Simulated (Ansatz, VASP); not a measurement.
## One calculation of GaN, two programs

File INCAR:

```
PREC = Accurate
ENCUT = 520
EDIFF = 1E-6
ISMEAR = -1
SIGMA = 0.05
LREAL = False
LASPH = True
NELM = 60
ALGO = Normal
ISIF = 2
LWAVE = False
LCHARG = False
GGA = PE
ALDAC = 0.0
AGGAC = 0.0
NBANDS = 26
```

The input KPOINTS:

```
regular mesh
0
Gamma
  10 10 5
```

Contents of POSCAR:

```
GaN
1.0
    3.2010602164      0.0000000000      0.0000000000
   -1.6005301082      2.7721994664      0.0000000000
    0.0000000000      0.0000000000      5.2002129176
Ga N
2 2
Direct
    0.6666666667      0.3333333333      0.5000000000
    0.3333333333      0.6666666667      0.0000000000
    0.6666666667      0.3333333333      0.8750000000
    0.3333333333      0.6666666667      0.3750000000
```

The input input.yaml:

```yaml
crystal:
  lattice:
    - [3.2010602164, 0.0, 0.0]
    - [-1.6005301082, 2.7721994664, 0.0]
    - [0.0, 0.0, 5.2002129176]
  atoms:
    - { symbol: Ga, position: [0.6666666667, 0.3333333333, 0.5] }
    - { symbol: Ga, position: [0.3333333333, 0.6666666667, 0.0] }
    - { symbol: "N", position: [0.6666666667, 0.3333333333, 0.875] }
    - { symbol: "N", position: [0.3333333333, 0.6666666667, 0.375] }
hamiltonian:
  xc: { exchange: pbe, correlation: none }
  pseudopotentials: { kind: paw }
kpoints:
  mp_grid: { grid: [10, 10, 5] }
scf:
  occupations: { method: fermi_dirac, width: 0.05 }
output:
  forces: true
  stress: true
  eigenvalues: true
```

Alike in both runs: task single point; functional PBE exchange alone; k mesh 10 × 10 × 5; occupations fermi-dirac, width 0.05 eV; no spin polarisation.

|  | VASP | Ansatz |
| --- | --- | --- |
| version | VASP 6.6.1 | Ansatz 0.2.0 |
| potentials or method | VASP PAW PBE potentials, release 64 (Ga_d, N) | Ansatz PAW |
| plane-wave cutoff (eV) | 520 | 420 |
| valence electrons in the cell | 36 | 36 |

Ansatz gave:

| Quantity | Value |
| --- | --- |
| gap on the k mesh at the Fermi level (eV) | 1.96 |
| least direct gap on the mesh (eV) | 1.96 |
| pressure (GPa) | 21.2 |
| traceless stress, the component that is largest in VASP (GPa) | 1.72 |
| rms of the force components (eV/Å) | 0.073 |

Q: Which values does VASP return?

A: gap on the k mesh at the Fermi level (eV): 1.93; least direct gap on the mesh (eV): 1.93; pressure (GPa): 22.5; traceless stress, the component that is largest in VASP (GPa): 1.76; rms of the force components (eV/Å): 0.073.

VASP's potentials were made for PBE, not for PBE exchange alone. Atom by atom the forces differ by 0.000 eV/Å (rms over components).

Noted on Ansatz's run: odd divisions of the mesh miss points on the zone boundary, where band edges often lie, so the gap on the mesh can be too wide.
